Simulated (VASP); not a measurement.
Set up this calculation in VASP 6.6.1, as the native input.

```
Task                   : single point
Functional             : PBE
Potentials or basis    : VASP PAW PBE potentials, release 64 (Mg)
Cutoff                 : 520 eV
k mesh                 : 18 × 18 × 16
Occupations            : gaussian, width 0.15 eV
Spin                   : no spin polarisation
Dipole correction      : no
Further INCAR settings : ALGO = Fast; EDIFF = 1e-07; NBANDS = 7
```

The structure of Mg lies in POSCAR:

```
Mg
1.0
    2.8062758165      0.0000000000      0.0000000000
   -1.4031379083      2.4303061471      0.0000000000
    0.0000000000      0.0000000000      2.9230440672
Mg
1
Direct
    0.0000000000      0.0000000000      0.0000000000
```

This isn't the form of Mg at room conditions, which is hcp.

This cell differs from its parent crystal: strain -0.080 along x and y, -0.040 along z.

One way to write it, as run:

INCAR

```
SYSTEM = Mg
PREC = Accurate
ENCUT = 520
EDIFF = 1E-7
ISMEAR = 0
SIGMA = 0.15
LREAL = .FALSE.
LASPH = .TRUE.
NELM = 80
ALGO = Fast
ISIF = 2
LWAVE = .FALSE.
LCHARG = .FALSE.
GGA = PE
NBANDS = 7
```

KPOINTS

```
regular mesh
0
G
  18 18 16
  0 0 0
```

Potentials or basis: VASP PAW PBE potentials, release 64 (Mg).

Command:

```bash
$ cat potpaw_PBE.64/Mg/POTCAR > POTCAR
$ mpirun -np 1 vasp_std > vasp.out
```

It gave:

| Item | Value |
| --- | --- |
| Pressure | 12.0 GPa |
| Band gap on the k mesh | zero (bands 1 and 2 overlap by 6.34 eV) |

Caveat: the cell differs from its parent crystal (strain -0.080 along x and y, -0.040 along z); the cell stands under pressure.

It took 9.9 s on 1 thread of Intel(R) Xeon(R) 6975P-C (Granite Rapids), on a shared host, peak memory 0.17 GiB.
